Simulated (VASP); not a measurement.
Crystal: WSe3.

```xyz
8
Lattice="0.0000 0.0000 3.0683 9.3672 0.0000 0.0000 -4.6836 8.1123 0.0000" Properties=species:S:1:pos:R:3 pbc="T T T"
W     4.6836    2.7041    0.7671
W     0.0000    5.4082    2.3012
Se    2.9608    1.7094    2.3012
Se    6.4065    1.7094    2.3012
Se    4.6836    4.6935    2.3012
Se    1.7228    6.4029    0.7671
Se   -1.7228    6.4029    0.7671
Se    0.0000    3.4188    0.7671
```

The cell was generated, and may not be a known phase.

```yaml
Program: VASP 6.6.1
Task: relaxation of cell and atoms
Functional: PBE
Potentials_or_basis: VASP PAW PBE potentials, release 64 (W_sv, Se)
Cutoff: 600 eV
k_mesh: 6 × 3 × 3
Occupations: gaussian, width 0.1 eV
Spin: collinear spin, zero start
Starting_moments: "[0.0, 0.0, 0.0, 0.0, 0.0, 0.0, 0.0, 0.0] μB"
```

At the start: pressure 0.5 GPa; volume 29.14 Å³/atom.

**Question.** How do energy, volume and symmetry change on relaxing?

**Answer.** Over 15 steps the energy falls by 9.4 meV/atom and the volume is 33.44 Å³/atom (+14.7 %); space group P6_3/mmc (No. 194, to 0.1 Å) before and after; moment 0.00 μB per cell.

The path:
```csv
step,energy change (eV),largest force (eV/Å),pressure (GPa),volume (Å³)
1,0.0000,0.0276,0.47,233.16
2,-0.0065,0.2167,-0.26,236.07
3,-0.0065,0.2113,-0.24,235.99
4,-0.0121,0.2027,-0.14,236.75
5,-0.0229,0.1739,0.18,239.04
6,-0.0153,0.1063,0.89,243.57
7,-0.0250,0.1503,0.40,240.42
8,-0.0303,0.1392,0.38,241.59
9,-0.0439,0.1043,0.31,245.11
10,-0.0625,0.0305,0.23,252.25
11,-0.0692,0.1382,0.24,266.89
12,-0.0709,0.0968,0.24,263.03
13,-0.0734,0.0551,-0.29,267.87
14,-0.0737,0.0212,-0.17,266.77
15,-0.0749,0.0157,0.02,267.52
```

Final structure:
```
W Se
1.0
     0.00000    0.00000    3.05812
    10.05038    0.00000    0.00000
    -5.02519    8.70388    0.00000
W Se
2 6
Direct
  0.25000 0.66667 0.33333
  0.75000 0.33333 0.66667
  0.75000 0.43754 0.21877
  0.75000 0.78123 0.21877
  0.75000 0.78123 0.56246
  0.25000 0.56246 0.78123
  0.25000 0.21877 0.78123
  0.25000 0.21877 0.43754
```

Caveat: this functional lacks dispersion, which binds layers or chains, so the pressure and a relaxed spacing across them are unreliable.
